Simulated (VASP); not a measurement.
# BaTiO3 (R3m) in VASP: notebook, part 2 of 2

VASP 6.6.1.

## (4) Single point, PBE+U

The input, INCAR:

```
PREC = Accurate
ENCUT = 1340
EDIFF = 1E-6
ISMEAR = 0
SIGMA = 0.02
LREAL = F
LASPH = T
NELM = 200
ALGO = Normal
ISIF = 2
LWAVE = F
LCHARG = F
LMAXMIX = 4
LDAU = T
LDAUTYPE = 2
LDAUL = -1 2 -1
LDAUU = 0 4 0
LDAUJ = 0 0 0
LDAUPRINT = 1
GGA = PE
NBANDS = 28
GGA_COMPAT = F
```

The input, KPOINTS:

```
Automatic mesh
0
Gamma
  6 6 6
```

The input, POSCAR:

```
BaTiO3
1.0
    2.8603720825      1.6514365918      2.3460535864
   -2.8603720825      1.6514365918      2.3460535864
    0.0000000000     -3.3028731837      2.3460535864
Ba Ti O
1 1 3
Direct
    0.0026800193      0.0026800193      0.0026800193
    0.5127992506      0.5127992506      0.5127992506
    0.4903227043      0.4903227043      0.9825753215
    0.4903227043      0.9825753215      0.4903227043
    0.9825753215      0.4903227043      0.4903227043
```

Potentials or basis: VASP PAW PBE potentials, release 64 (Ba_sv, Ti_sv, O_h).

Run with:

```console
$ cat potpaw_PBE.64/Ba_sv/POTCAR potpaw_PBE.64/Ti_sv/POTCAR potpaw_PBE.64/O_h/POTCAR > POTCAR
$ mpirun -np 1 vasp_std > vasp.out
```

OUTCAR:

```text
PREC = Accurate
   ENCUT = 1340
   EDIFF = 1E-6
   ISMEAR = 0
   LREAL = F
   LASPH = T
   NELM = 200
   ISIF = 2
   GGA = PE

 ion  position               nearest neighbor table
   1  0.003  0.003  0.003-   3 2.80   4 2.80   5 2.80   3 2.86   3 2.86   5 2.86   4 2.86   4 2.86
                             5 2.86   3 2.94   4 2.94   5 2.94   2 3.45   2 3.48   2 3.48   2 3.48
   2  0.513  0.513  0.513-   4 1.91   5 1.91   3 1.91   4 2.15   5 2.15   3 2.15   1 3.45   1 3.48
                             1 3.48   1 3.48   1 3.53   1 3.53   1 3.53   1 3.59
   3  0.490  0.490  0.983-   2 1.91   2 2.15   1 2.80   1 2.86   1 2.86   1 2.94
   4  0.490  0.983  0.490-   2 1.91   2 2.15   1 2.80   1 2.86   1 2.86   1 2.94
   5  0.983  0.490  0.490-   2 1.91   2 2.15   1 2.80   1 2.86   1 2.86   1 2.94

  LATTYP: Found a trigonal (rhomboedric) cell.
 ALAT       =     4.0512885231
 COS(alpha) =     0.0030148042

  Lattice vectors:

 A1 = (   2.8603720825,   1.6514365918,   2.3460535864)
 A2 = (  -2.8603720825,   1.6514365918,   2.3460535864)
 A3 = (   0.0000000000,  -3.3028731837,   2.3460535864)

Analysis of symmetry for initial positions (statically):
=====================================================================
 Subroutine PRICEL returns:
 Original cell was already a primitive cell.

 Routine SETGRP: Setting up the symmetry group for a
 trigonal (rhombohedral) supercell.

 Subroutine GETGRP returns: Found  6 space group operations
 (whereof  6 operations were pure point group operations)
 out of a pool of 12 trial point group operations.

The static configuration has the point symmetry C_3v.

Analysis of symmetry for dynamics (positions and initial velocities):
=====================================================================
 Subroutine PRICEL returns:
 Original cell was already a primitive cell.

 Routine SETGRP: Setting up the symmetry group for a
 trigonal (rhombohedral) supercell.

 Subroutine GETGRP returns: Found  6 space group operations
 (whereof  6 operations were pure point group operations)
 out of a pool of 12 trial point group operations.

The dynamic configuration has the point symmetry C_3v.

 Subroutine INISYM returns: Found  6 space group operations
 (whereof  6 operations are pure point group operations),
 and found     1 'primitive' translations

----------------------------------------------------------------------------------------

                                     Primitive cell

  volume of cell :      66.4926

  direct lattice vectors                    reciprocal lattice vectors
     2.860372083  1.651436592  2.346053586     0.174802433  0.100922232  0.142082574
    -2.860372083  1.651436592  2.346053586    -0.174802433  0.100922232  0.142082574
     0.000000000 -3.302873184  2.346053586     0.000000000 -0.201844464  0.142082574

  length of vectors
     4.051288523  4.051288523  4.051288523     0.246837286  0.246837286  0.246837286

  position of ions in fractional coordinates (direct lattice)
     0.002680019  0.002680019  0.002680019
[... 100 lines left out ...]
   EFERMI_NEDOS =   21; number of points for ismear=-14 and -15
   IALGO  =     38    algorithm
   IMIX   =      4    mixing-type and parameters
     AMIX     =   0.40;   BMIX     =  1.00
     AMIX_MAG =   1.60;   BMIX_MAG =  1.00
  volume/ion in A,a.u.               =      13.30        89.74
  Fermi-wavevector in a.u.,A,eV,Ry     =   1.381986  2.611575 25.985565  1.909885
  Thomas-Fermi vector in A             =   2.506719
   LORBIT       =      0    0 simple, 1 ext, 2 COOP (PROOUT), +10 PAW based schemes
 LDA+U is selected, type is set to LDAUTYPE =  2
   angular momentum for each species LDAUL =    -1    2   -1
   U (eV)           for each species LDAUU =   0.0  4.0  0.0
   J (eV)           for each species LDAUJ =   0.0  0.0  0.0
   GGA     = PE    functional components
   LHFCALC =     F    Hartree Fock is set to
   AEXX    =    0.0000 exact exchange contribution
   IVDW    =     0    specifies the selected vdW correction
   LEPSILON=     F    determine dielectric tensor
   LRPA    =     F    only Hartree local field effects (RPA)
 non-spin polarized calculation
 Gauss-broadening in eV      SIGMA  =   0.02
  energy-cutoff  :     1340.00
  volume of cell :       66.49
 maximum number of plane-waves:      7427
   NGX = 25   NGY = 25   NGZ = 25

atom =   2  type =  2  l = 2

 onsite density matrix

spin component  1

  0.1595 -0.0000 -0.0000  0.0629  0.0000
 -0.0000  0.1896  0.0000 -0.0000  0.0629
 -0.0000  0.0000  0.1083 -0.0000  0.0000
  0.0629 -0.0000 -0.0000  0.1896 -0.0000
  0.0000  0.0629  0.0000 -0.0000  0.1595

spin component  2

  0.1595 -0.0000 -0.0000  0.0629  0.0000
 -0.0000  0.1896  0.0000 -0.0000  0.0629
 -0.0000  0.0000  0.1083 -0.0000  0.0000
  0.0629 -0.0000 -0.0000  0.1896 -0.0000
  0.0000  0.0629  0.0000 -0.0000  0.1595

 occupancies and eigenvectors

  o =  0.1083  v =  0.0000 -0.0000 -1.0000 -0.0000  0.0000  0.0000  0.0000  0.0000  0.0000  0.0000      0.0000  0.0000  0.0000  0.0000  0.0000  0.0000  0.0000  0.0000  0.0000  0.0000
  o =  0.1083  v =  0.0000  0.0000  0.0000  0.0000  0.0000  0.0000 -0.0000 -1.0000 -0.0000  0.0000      0.0000  0.0000  0.0000  0.0000  0.0000  0.0000  0.0000  0.0000  0.0000  0.0000
  o =  0.1099  v =  0.0000 -0.6196  0.0000 -0.0000  0.7849  0.0000  0.0000  0.0000  0.0000  0.0000      0.0000  0.0000  0.0000  0.0000  0.0000  0.0000  0.0000  0.0000  0.0000  0.0000
  o =  0.1099  v =  0.0000  0.0000  0.0000  0.0000  0.0000  0.0000 -0.6196  0.0000 -0.0000  0.7849      0.0000  0.0000  0.0000  0.0000  0.0000  0.0000  0.0000  0.0000  0.0000  0.0000
  o =  0.1099  v =  0.0000  0.0000  0.0000  0.0000  0.0000 -0.7849  0.0000 -0.0000  0.6196  0.0000      0.0000  0.0000  0.0000  0.0000  0.0000  0.0000  0.0000  0.0000  0.0000  0.0000
  o =  0.1099  v = -0.7849  0.0000 -0.0000  0.6196  0.0000  0.0000  0.0000  0.0000  0.0000  0.0000      0.0000  0.0000  0.0000  0.0000  0.0000  0.0000  0.0000  0.0000  0.0000  0.0000
  o =  0.2392  v =  0.6196  0.0000 -0.0000  0.7849  0.0000  0.0000  0.0000  0.0000  0.0000  0.0000      0.0000  0.0000  0.0000  0.0000  0.0000  0.0000  0.0000  0.0000  0.0000  0.0000
  o =  0.2392  v =  0.0000  0.0000  0.0000  0.0000  0.0000  0.6196  0.0000 -0.0000  0.7849  0.0000      0.0000  0.0000  0.0000  0.0000  0.0000  0.0000  0.0000  0.0000  0.0000  0.0000
  o =  0.2392  v =  0.0000 -0.7849 -0.0000  0.0000 -0.6196  0.0000  0.0000  0.0000  0.0000  0.0000      0.0000  0.0000  0.0000  0.0000  0.0000  0.0000  0.0000  0.0000  0.0000  0.0000
  o =  0.2392  v =  0.0000  0.0000  0.0000  0.0000  0.0000  0.0000 -0.7849 -0.0000  0.0000 -0.6196      0.0000  0.0000  0.0000  0.0000  0.0000  0.0000  0.0000  0.0000  0.0000  0.0000

 number of electron      39.9999999 magnetization

 Free energy of the ion-electron system (eV)
  ---------------------------------------------------
  ext. energy  EPLUGINS =         0.00000000
  ---------------------------------------------------
  free energy    TOTEN  =       -37.33674029 eV

  energy without entropy =      -37.33674029  energy(sigma->0) =      -37.33674029

 E-fermi :   4.1705     XC(G=0): -11.0654

 val. band max:        3.9885966169   @ k =   0.5000   0.5000   0.5000
 cond. band min:       6.6145495260   @ k =   0.0000   0.0000   0.0000
 fundamental gap:      2.6259529091
 Fermi energy:         4.1704852090

 k-point     1 :       0.0000    0.0000    0.0000
  band No.  band energies     occupation
      1     -53.5958      2.00000
      2     -29.7795      2.00000
      3     -29.7683      2.00000
      4     -29.7683      2.00000
      5     -20.9006      2.00000
      6     -12.8249      2.00000
[... 733 lines left out ...]
     27      11.9801      0.00000
     28      12.4060      0.00000

 [... further k-points ...]
[... 5 lines left out ...]
  --------------------------------------------------------------------------------------
  -------------------------------------------------------------------------------------
  Total        1.4356243      1.4356243      1.2517165      0.0000000     -0.0000000      0.0000000
  in kB       34.5921678     34.5921678     30.1608073      0.0000000     -0.0000000      0.0000000
  external PRESSURE =      33.1150476 kB  Pullay stress =       0.0000000 kB

 VOLUME and BASIS-vectors are now :
 -----------------------------------------------------------------------------
  energy-cutoff  :     1340.00
  volume of cell :       66.49
      direct lattice vectors                 reciprocal lattice vectors
     2.860372083  1.651436592  2.346053586     0.174802433  0.100922232  0.142082574
    -2.860372083  1.651436592  2.346053586    -0.174802433  0.100922232  0.142082574
     0.000000000 -3.302873184  2.346053586     0.000000000 -0.201844464  0.142082574

 POSITION                                       TOTAL-FORCE (eV/Angst)
 -----------------------------------------------------------------------------------
      0.00000     -0.00000      0.01886         0.000000      0.000000     -0.041085
      0.00000     -0.00000      3.60916         0.000000      0.000000     -0.576596
      0.00000     -1.62585      4.60582         0.000000     -0.284106      0.205893
     -1.40803      0.81292      4.60582        -0.246043      0.142053      0.205893
      1.40803      0.81292      4.60582         0.246043      0.142053      0.205893
 -----------------------------------------------------------------------------------
    total drift:                                0.000000      0.000000      0.000682

  FREE ENERGIE OF THE ION-ELECTRON SYSTEM (eV)
  ---------------------------------------------------
  free  energy   TOTEN  =       -37.3367402924 eV

  energy  without entropy=      -37.3367402924  energy(sigma->0) =      -37.33674029
```

It took 2.9 min on 1 thread of Intel Xeon Platinum 8488C (Sapphire Rapids), shared host; peak memory 0.5 GiB.

Results:

- Free energy: -37.3367 eV
- Pressure: 3.3 GPa
- Largest force: 0.577 eV/Å
- Band gap on the k mesh: 2.63 eV (least direct gap 3.03 eV)

Forces in eV/Å, atoms in the order of the input:
```
Ba   0.000  0.000 -0.041
Ti   0.000  0.000 -0.577
O    0.000 -0.284  0.206
O   -0.246  0.142  0.206
O    0.246  0.142  0.206
```

Eigenvalues of the final occupation matrices:
| site | spin | trace | eigenvalues |
| --- | --- | --- | --- |
| site 2 d | 1 | 0.81 | 0.11 0.11 0.11 0.24 0.24 |
| site 2 d | 2 | 0.81 | 0.11 0.11 0.11 0.24 0.24 |

Caveat: the cell stands under pressure; spin-orbit coupling is left out, which moves the levels of the heavy elements.

## (5) Overview

```tsv
cell	smearing	gap on the mesh (eV)	pressure (GPa)	largest force (eV/Å)
as given, atomic positions A	gaussian 0.01 eV	2.39	1.9	0.23
as given, atomic positions B	gaussian 0.01 eV	2.13	0.6	0.01
as given, atomic positions C	gaussian 0.02 eV	2.63	3.3	0.58
```

Alike in all rows: task single point; level PBE+U; potentials or basis VASP PAW PBE potentials, release 64 (Ba_sv, Ti_sv, O_h); no spin polarisation; Ti d U = 4.0 eV; k mesh 6 × 6 × 6; cutoff (eV) 1340.

Caveats: spin-orbit coupling is left out, which moves the levels of the heavy elements; the cell stands under pressure (at least some runs).

Absolute energies hang on the potentials; compare differences alone.
